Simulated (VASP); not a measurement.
Set up this calculation in VASP 6.6.1, as the native input.

| Item | Value |
| --- | --- |
| Task | single point |
| Functional | PBE |
| Potentials or basis | VASP PAW PBE potentials, release 64 (Hf_pv, In_d, Si, O) |
| Cutoff | 520 eV |
| k mesh | 6 × 6 × 2 |
| Occupations | gaussian, width 0.2 eV |
| Spin | no spin polarisation |
| Dipole correction | no |
| Further INCAR settings | ALGO = Normal; EDIFF = 1e-06; NBANDS = 63 |

The structure of HfIn4SiO6 lies in POSCAR:

```
HfIn4SiO6
1.0
    5.2774307396      0.0000000000      0.0000000000
   -2.6387153698      4.5703890872      0.0000000000
    0.0000000000      0.0000000000     10.5590500000
Hf In Si O
1 4 1 6
Direct
    0.0000000000      0.0000000000      0.0000000000
    0.3333333333      0.6666666667      0.3044600000
    0.3333333333      0.6666666667      0.6955400000
    0.6666666667      0.3333333333      0.7891870000
    0.6666666667      0.3333333333      0.2108130000
    0.3333333333      0.6666666667      0.0000000000
    0.3063360000      0.3716250000      0.8997150000
    0.6283750000      0.6936640000      0.1002850000
    0.6283750000      0.9347110000      0.8997150000
    0.0652890000      0.3716250000      0.1002850000
    0.0652890000      0.6936640000      0.8997150000
    0.3063360000      0.9347110000      0.1002850000
```

These files were run (other wordings do the same):

INCAR

```
SYSTEM = HfIn4SiO6
PREC = Accurate
ENCUT = 520
EDIFF = 1E-6
ISMEAR = 0
SIGMA = 0.2
LREAL = .False.
LASPH = .True.
NELM = 60
ALGO = Normal
ISIF = 2
LWAVE = .False.
LCHARG = .False.
GGA = PE
NBANDS = 63
```

KPOINTS

```
regular mesh
0
Gamma
  6 6 2
  0 0 0
```

Potentials or basis: VASP PAW PBE potentials, release 64 (Hf_pv, In_d, Si, O).

Launch:

```bash
$ cat potpaw_PBE.64/Hf_pv/POTCAR potpaw_PBE.64/In_d/POTCAR potpaw_PBE.64/Si/POTCAR potpaw_PBE.64/O/POTCAR > POTCAR
$ mpirun -np 1 vasp_std > vasp.out
```

It gave:

```yaml
Pressure: -0.4 GPa
Largest_force: 0.150 eV/Å
```

Wall time 2.8 min on 1 thread of Intel(R) Xeon(R) 6975P-C (Granite Rapids), with other jobs on the host, peak memory 0.47 GiB.
